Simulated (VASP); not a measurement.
Wanted: the native input for a VASP 6.6.1 run.

```yaml
Task: single point
Functional: PBE
Potentials_or_basis: VASP PAW PBE potentials, release 64 (Ti_sv, H)
Cutoff: 520 eV
k_mesh: 5 × 6 × 1
Occupations: gaussian, width 0.1 eV
Spin: no spin polarisation
Dipole_correction: yes
Further_INCAR_settings: ALGO = Normal; EDIFF = 1e-07; NBANDS = 86
```

The structure of Ti6H lies in POSCAR:

```
Ti6H
1.0
    5.6639455763      0.0000000000      0.0000000000
    0.0000000000      4.5793473381      0.0000000000
    0.0000000000      0.0000000000     24.5506933039
Ti H
12 2
Direct
    0.2500000000      0.0000000000      0.1629281891
    0.7500000000      0.0000000000      0.1629281891
    0.0000000000      0.5000000000      0.2167736627
    0.5000000000      0.5000000000      0.2167736627
    0.2500000000      0.0000000000      0.2706191363
    0.7500000000      0.0000000000      0.2706191363
    0.2500000000      0.5000000000      0.3256599435
    0.7500000000      0.5000000000      0.3256599435
    0.0000000000      0.0000000000      0.3779650127
    0.5000000000      0.0000000000      0.3779650127
    0.2500000000      0.5000000000      0.4297513383
    0.7500000000      0.5000000000      0.4297513383
   -0.0662082633      0.0000000000      0.5519474801
    0.0662082633      0.0000000000      0.5519474801
```

One way to write it, as run:

INCAR

```
SYSTEM = Ti6H
ALGO = Normal ; DIPOL = 0.5 0.5 0.334
EDIFF = 1E-7 ; ENCUT = 520
GGA = PE ; IDIPOL = 3
ISIF = 2 ; ISMEAR = 0
LASPH = .True. ; LCHARG = .False.
LDIPOL = .True. ; LREAL = .False.
LWAVE = .False. ; NBANDS = 86
NELM = 60 ; PREC = Accurate
SIGMA = 0.1
```

KPOINTS

```
k-points
0
Gamma
  5 6 1
  0 0 0
```

Potentials or basis: VASP PAW PBE potentials, release 64 (Ti_sv, H).

The run is started by

```console
$ cat potpaw_PBE.64/Ti_sv/POTCAR potpaw_PBE.64/H/POTCAR > POTCAR
$ mpirun -np 1 vasp_std > vasp.out
```

It gave:

```json
{
 "Largest force": "0.378 eV/Å",
 "Band gap on the k mesh": "zero (bands 73 and 74 overlap by 0.12 eV)"
}
```

Run time: 73 min on 1 thread of Intel Xeon 8259CL (shared host), peak memory 0.89 GiB.
